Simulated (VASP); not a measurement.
# KP2 (P-3m1) in VASP: notebook, part 3 of 3

VASP 6.6.1. Earlier steps stand in the parts before.

## Step 6: Relaxation of cell and atoms, PBE+D3(BJ)

Contents of INCAR:

```
SYSTEM = KP2
ALGO = Normal
EDIFF = 1E-6
EDIFFG = -0.01
ENCUT = 600
GGA = PE
IBRION = 2
ISIF = 3
ISMEAR = 0
IVDW = 12
LASPH = .True.
LCHARG = .False.
LREAL = .False.
LWAVE = .False.
NELM = 80
NSW = 100
PREC = Accurate
SIGMA = 0.1
```

Contents of KPOINTS:

```
k-points
0
Gamma
  12 12 8
  0 0 0
```

Contents of POSCAR:

```
KP2
1.0
    3.8064032927      0.0000000000      0.0000000000
   -1.9032016464      3.2964419485      0.0000000000
    0.0000000000      0.0000000000      5.5642212329
K P
1 2
Direct
    0.0000000000      0.0000000000      0.0000000000
    0.3333333333      0.6666666667      0.5730192368
    0.6666666667      0.3333333333      0.4269807632
```

Potentials or basis: VASP PAW PBE potentials, release 64 (K_sv, P).

Launch:

```console
> cat potpaw_PBE.64/K_sv/POTCAR potpaw_PBE.64/P/POTCAR > POTCAR
> mpirun -np 1 vasp_std > vasp.out
```

OUTCAR:

```text
SYSTEM = KP2
   EDIFF = 1E-6
   EDIFFG = -0.01
   ENCUT = 600
   GGA = PE
   IBRION = 2
   ISIF = 3
   ISMEAR = 0
   IVDW = 12
   LASPH = .True.
   LREAL = .False.
   NELM = 80
   NSW = 100
   PREC = Accurate
 IVDW          = 12

 ion  position               nearest neighbor table
   1  0.000  0.000  0.000-   2 3.24   3 3.24   3 3.24   2 3.24   3 3.24   2 3.24
   2  0.333  0.667  0.573-   3 2.34   3 2.34   3 2.34   1 3.24   1 3.24   1 3.24
   3  0.667  0.333  0.427-   2 2.34   2 2.34   2 2.34   1 3.24   1 3.24   1 3.24

  LATTYP: Found a hexagonal cell.
 ALAT       =     3.8064032927
 C/A-ratio  =     1.4618054907

  Lattice vectors:

 A1 = (   3.8064032927,   0.0000000000,   0.0000000000)
 A2 = (  -1.9032016464,   3.2964419485,   0.0000000000)
 A3 = (   0.0000000000,   0.0000000000,   5.5642212329)

Analysis of symmetry for initial positions (statically):
=====================================================================
 Subroutine PRICEL returns:
 Original cell was already a primitive cell.

 Routine SETGRP: Setting up the symmetry group for a
 hexagonal supercell.

 Subroutine GETGRP returns: Found 12 space group operations
 (whereof 12 operations were pure point group operations)
 out of a pool of 24 trial point group operations.

The static configuration has the point symmetry D_3d.

Analysis of symmetry for dynamics (positions and initial velocities):
=====================================================================
 Subroutine PRICEL returns:
 Original cell was already a primitive cell.

 Routine SETGRP: Setting up the symmetry group for a
 hexagonal supercell.

 Subroutine GETGRP returns: Found 12 space group operations
 (whereof 12 operations were pure point group operations)
 out of a pool of 24 trial point group operations.

The dynamic configuration has the point symmetry D_3d.

 Subroutine INISYM returns: Found 12 space group operations
 (whereof 12 operations are pure point group operations),
 and found     1 'primitive' translations

----------------------------------------------------------------------------------------

                                     Primitive cell

  volume of cell :      69.8176

  direct lattice vectors                    reciprocal lattice vectors
     3.806403293  0.000000000  0.000000000     0.262715199  0.151678691  0.000000000
    -1.903201646  3.296441949  0.000000000     0.000000000  0.303357382  0.000000000
     0.000000000  0.000000000  5.564221233     0.000000000  0.000000000  0.179719669

  length of vectors
     3.806403293  3.806403293  5.564221233     0.303357382  0.303357382  0.179719669

  position of ions in fractional coordinates (direct lattice)
     0.000000000  0.000000000  0.000000000
     0.333333333  0.666666667  0.573019237
     0.666666667  0.333333333  0.426980763

  ion indices of the primitive-cell ions
   primitive index   ion index
                 1           1
                 2           2
                 3           3

----------------------------------------------------------------------------------------

 KPOINTS: k-points

Automatic generation of k-mesh.
 Grid dimensions read from file:
 generate k-points for:   12   12    8

 Generating k-lattice:

  Cartesian coordinates                     Fractional coordinates (reciprocal lattice)
     0.021892933  0.012639891  0.000000000     0.083333333  0.000000000  0.000000000
     0.000000000  0.025279782  0.000000000     0.000000000  0.083333333  0.000000000
     0.000000000  0.000000000  0.022464959     0.000000000  0.000000000  0.125000000

  Length of vectors
     0.025279782  0.025279782  0.022464959

  Shift w.r.t. Gamma in fractional coordinates (k-lattice)
     0.000000000  0.000000000  0.000000000

 Subroutine IBZKPT returns following result:
 ===========================================

 Found    131 irreducible k-points:

 Following reciprocal coordinates:
            Coordinates               Weight
  0.000000  0.000000  0.000000      1.000000
  0.083333  0.000000  0.000000      6.000000
  0.166667  0.000000  0.000000      6.000000
  0.250000  0.000000  0.000000      6.000000
  0.333333  0.000000  0.000000      6.000000
  0.416667 -0.000000  0.000000      6.000000
[... 16 lines left out ...]
  0.166667  0.000000  0.125000      6.000000
  0.000000  0.166667  0.125000      6.000000
 [... further k-points ...]
   k-points           NKPTS =    131   k-points in BZ     NKDIM =    131   number of bands    NBANDS=     13
   number of dos      NEDOS =    301   number of ions     NIONS =      3
   total plane-waves  NPLWV =  43200
   dimension x,y,z NGX =    30 NGY =   30 NGZ =   48
   dimension x,y,z NGXF=    60 NGYF=   60 NGZF=   96
   ions per type =               1   2
   NGX,Y,Z   is equivalent  to a cutoff of  13.10, 13.10, 14.34 a.u.
   NGXF,Y,Z  is equivalent  to a cutoff of  26.21, 26.21, 28.68 a.u.
 SYSTEM =  KP2
   PREC   = accura    normal or accurate (medium, high low for compatibility)
   ISTART =      0    job   : 0-new  1-cont  2-samecut
   ICHARG =      2    charge: 1-file 2-atom 10-const
   ISPIN  =      1    spin polarized calculation?
   LNONCOLLINEAR =      F non collinear calculations
   LSORBIT =      F    spin-orbit coupling
   LASPH  =      T    aspherical Exc in radial PAW
   ENCUT  =  600.0 eV  44.10 Ry    6.64 a.u.   7.60  7.60 11.11*2*pi/ulx,y,z
   NELM   =     80;   NELMIN=  2; NELMDL= -5     # of ELM steps
   EDIFF  = 0.1E-05   stopping-criterion for ELM
   LREAL  =      F    real-space projection
   EDIFFG = -.1E-01   stopping-criterion for IOM
   NSW    =    100    number of steps for IOM
   IBRION =      2    ionic relax: 0-MD 1-quasi-New 2-CG
   NFREE  =      1    steps in history (QN), initial steepest desc. (CG)
   ISIF   =      3    stress and relaxation
   ISYM   =      2    0-nonsym 1-usesym 2-fastsym
   POTIM  = 0.5000    time-step for ionic-motion
   TEBEG  =    0.0;   TEEND  =   0.0 temperature during run
   PSTRESS=    0.0 pullay stress
   NELECT =      19.0000    total number of electrons
   NUPDOWN=      -1.0000    fix difference up-down
   EMIN   =  10.00;   EMAX   =-10.00  energy-range for DOS
   EFERMI =   0.00;   METHOD = LEGACY
   ISMEAR =     0;   SIGMA  =   0.10  broadening in eV -4-tet -1-fermi 0-gaus
   EFERMI_NEDOS =   21; number of points for ismear=-14 and -15
   IALGO  =     38    algorithm
   IMIX   =      4    mixing-type and parameters
     AMIX     =   0.40;   BMIX     =  1.00
     AMIX_MAG =   1.60;   BMIX_MAG =  1.00
  volume/ion in A,a.u.               =      23.27       157.05
  Fermi-wavevector in a.u.,A,eV,Ry     =   1.060892  2.004795 15.313245  1.125492
  Thomas-Fermi vector in A             =   2.196289
   LORBIT       =      0    0 simple, 1 ext, 2 COOP (PROOUT), +10 PAW based schemes
   GGA     = PE    functional components
   LHFCALC =     F    Hartree Fock is set to
   AEXX    =    0.0000 exact exchange contribution
   IVDW    =    12    specifies the selected vdW correction
   LEPSILON=     F    determine dielectric tensor
   LRPA    =     F    only Hartree local field effects (RPA)
 conjugate gradient relaxation of ions
 non-spin polarized calculation
 Gauss-broadening in eV      SIGMA  =   0.10
  energy-cutoff  :      600.00
  volume of cell :       69.82
 maximum number of plane-waves:      2363
   NGX = 15   NGY = 15   NGZ = 23

--------------------------------------- Ionic step        1  -------------------------------------------

 number of electron      19.0000000 magnetization

 Free energy of the ion-electron system (eV)
  ---------------------------------------------------
  ext. energy  EPLUGINS =         0.00000000
  ---------------------------------------------------
  free energy    TOTEN  =       -12.15071699 eV

  energy without entropy =      -12.14367032  energy(sigma->0) =      -12.14719365

------------------------ aborting loop because EDIFF is reached ----------------------------------------

 Edisp (eV)   -0.95372

 E8    (eV) :    -0.4154
[... 319 lines left out ...]
--------------------------------------- Ionic step        9  -------------------------------------------

 number of electron      19.0000000 magnetization

 Free energy of the ion-electron system (eV)
  ---------------------------------------------------
  ext. energy  EPLUGINS =         0.00000000
  ---------------------------------------------------
  free energy    TOTEN  =       -12.14903849 eV

  energy without entropy =      -12.14182449  energy(sigma->0) =      -12.14543149

 E-fermi :   4.3755     XC(G=0):  -9.0105

 val. band max:        4.3702297725   @ k =   0.2500   0.0833   0.1250
 cond. band min:       4.3795818755   @ k =   0.0000   0.0000   0.3750
 fundamental gap:      0.0093521030
 Fermi energy:         4.3755200354

 k-point     1 :       0.0000    0.0000    0.0000
  band No.  band energies     occupation
      1     -26.6738      2.00000
      2     -10.2536      2.00000
      3     -10.0338      2.00000
      4     -10.0338      2.00000
      5      -9.7085      2.00000
      6      -1.8409      2.00000
      7       0.9855      2.00000
      8       0.9855      2.00000
      9       2.8125      2.00000
     10       2.9210      2.00000
     11       5.4362      0.00000
     12       5.4362      0.00000
     13       8.0384      0.00000
[... 354 lines left out ...]
  band No.  band energies     occupation
      1     -26.6634      2.00000
      2     -10.3005      2.00000
      3     -10.1600      2.00000
      4     -10.0566      2.00000
      5      -9.2761      2.00000
      6      -2.5786      2.00000
      7      -0.1036      2.00000
      8       0.5752      2.00000
      9       3.3307      2.00000
     10       3.8798      2.00000
     11       5.7203      0.00000
     12       6.1274      0.00000
     13       7.2972      0.00000

 [... further k-points ...]

------------------------ aborting loop because EDIFF is reached ----------------------------------------

 Edisp (eV)   -0.95688

 E8    (eV) :    -0.4168
[... 26 lines left out ...]
  FREE ENERGIE OF THE ION-ELECTRON SYSTEM (eV)
  ---------------------------------------------------
  free  energy   TOTEN  =       -13.1059160049 eV

  energy  without entropy=      -13.0987020076  energy(sigma->0) =      -13.10230901

 reached required accuracy - stopping structural energy minimisation
```

CONTCAR:

```text
KP2
   1.00000000000000
     3.8075687632709245   -0.0000000000000167    0.0000000000000000
    -1.9037843816854918    3.2974512756217682   -0.0000000000000000
    -0.0000000000000000    0.0000000000000000    5.5407580501618856
  K               P
     1     2
Direct
     0.0000000000000000    0.0000000000000000    0.0000000000000000
     0.3333333332999970    0.6666666667000030    0.5711725707852399
     0.6666666667000030    0.3333333332999970    0.4288274292147601

  0.00000000E+00  0.00000000E+00  0.00000000E+00
  0.00000000E+00  0.00000000E+00  0.00000000E+00
  0.00000000E+00  0.00000000E+00  0.00000000E+00
```

Wall time 8.5 min (1 thread of Intel Xeon Platinum 8259CL at 2.50GHz (Skylake/Cascade Lake), shared host); peak memory 0.32 GiB.

Results:

- Free energy: -13.1059 eV
- Relaxed volume: 23.19 Å³/atom
- Relaxed cell: a = 3.808 Å, b = 3.808 Å, c = 5.541 Å, α = 90.00°, β = 90.00°, γ = 120.00°
- Space group after relaxing (to 0.1 Å): P-3m1 (No. 164)
- Energy gained by relaxing: 0.5 meV/atom
- Ionic steps: 9
- Pressure after relaxing: 0.0 GPa
- Largest force after relaxing: 0.003 eV/Å
- Band gap on the k mesh: zero (an odd number of electrons rules out a gap without spin polarisation)
- Dispersion energy per atom: -0.319 eV

Forces on the atoms (eV/Å):
```
K    0.000  0.000  0.000
P    0.000  0.000  0.003
P    0.000  0.000 -0.003
```

The path:
```tsv
step	energy change (eV)	largest force (eV/Å)	pressure (GPa)	volume (Å³)
1	0.0000	0.1320	-0.25	69.82
2	-0.0012	0.0287	0.05	69.46
3	-0.0013	0.0161	0.07	69.41
4	-0.0013	0.0136	0.07	69.40
5	-0.0014	0.0076	0.04	69.48
6	-0.0014	0.0022	0.00	69.56
7	-0.0014	0.0077	-0.09	69.71
8	-0.0015	0.0026	-0.04	69.63
9	-0.0015	0.0032	-0.01	69.57
```

Final structure:
```
K P
1.0
     3.80757    0.00000    0.00000
    -1.90378    3.29745    0.00000
     0.00000    0.00000    5.54076
K P
1 2
Direct
  0.00000 0.00000 0.00000
  0.33333 0.66667 0.57117
  0.66667 0.33333 0.42883
```

Levels at points of the mesh, in eV from the Fermi level:
```csv
k point,band 6,band 7,band 8,band 9,band 10,band 11,band 12,band 13
"(0.00, 0.00, 0.00)",-6.22,-3.39,-3.39,-1.56,-1.45,1.06,1.06,3.66
"(0.50, 0.00, 0.00)",-10.19,-4.65,-4.18,-1.96,-0.84,2.41,2.79,2.96
"(0.00, 0.00, 0.50)",-6.81,-3.36,-3.36,-1.82,0.29,0.84,0.84,2.48
"(0.50, 0.00, 0.50)",-10.05,-4.70,-3.97,-2.59,-0.59,2.58,3.55,4.04
```

Caveat: an odd number of electrons without spin polarisation forces a metal; a magnetic or distorted state may lie lower.

## Step 7: Summary

| task | cell | k mesh | cutoff (eV) | gap on the mesh (eV) | pressure (GPa) | relaxed volume (Å³/atom) | largest force (eV/Å) |
| --- | --- | --- | --- | --- | --- | --- | --- |
| single point | a = 3.806, b = 3.806, c = 5.564 Å, angles 90.0, 90.0, 120.0°, 3 atoms, atomic positions A | 6 × 6 × 4 | 520 | none | 0.0 | - | 0.03 |
| single point | a = 4.582, b = 4.582, c = 6.011 Å, angles 90.0, 90.0, 120.0°, 3 atoms, atomic positions B | 6 × 6 × 4 | 520 | none | -5.7 | - | 2.40 |
| single point | a = 3.811, b = 3.811, c = 5.521 Å, angles 90.0, 90.0, 120.0°, 3 atoms, atomic positions C | 12 × 12 × 8 | 520 | none | 0.0 | - | 0.02 |
| relaxation of cell and atoms | relaxed from a = 4.582, b = 4.582, c = 6.011 Å, angles 90.0, 90.0, 120.0°, 3 atoms, atomic positions B | 6 × 6 × 4 | 600 | none | 0.0 | 23.34 | 0.03 |
| relaxation of cell and atoms | relaxed from a = 3.806, b = 3.806, c = 5.564 Å, angles 90.0, 90.0, 120.0°, 3 atoms, atomic positions A | 12 × 12 × 8 | 600 | none | 0.0 | 23.19 | - |

Alike in all rows: level PBE+D3(BJ); potentials or basis VASP PAW PBE potentials, release 64 (K_sv, P); no spin polarisation; smearing gaussian 0.1 eV.

Caveats: an odd number of electrons without spin polarisation forces a metal; a magnetic or distorted state may lie lower; the stress differs along the axes, from -9 to -4 GPa (at least some runs); the volume moved by over 15 % at a fixed basis, so the end points are rough (at least some runs).

Absolute energies hang on the potentials; compare differences alone.

The gap in the log of VASP goes by the Fermi energy; the results here count the filled bands.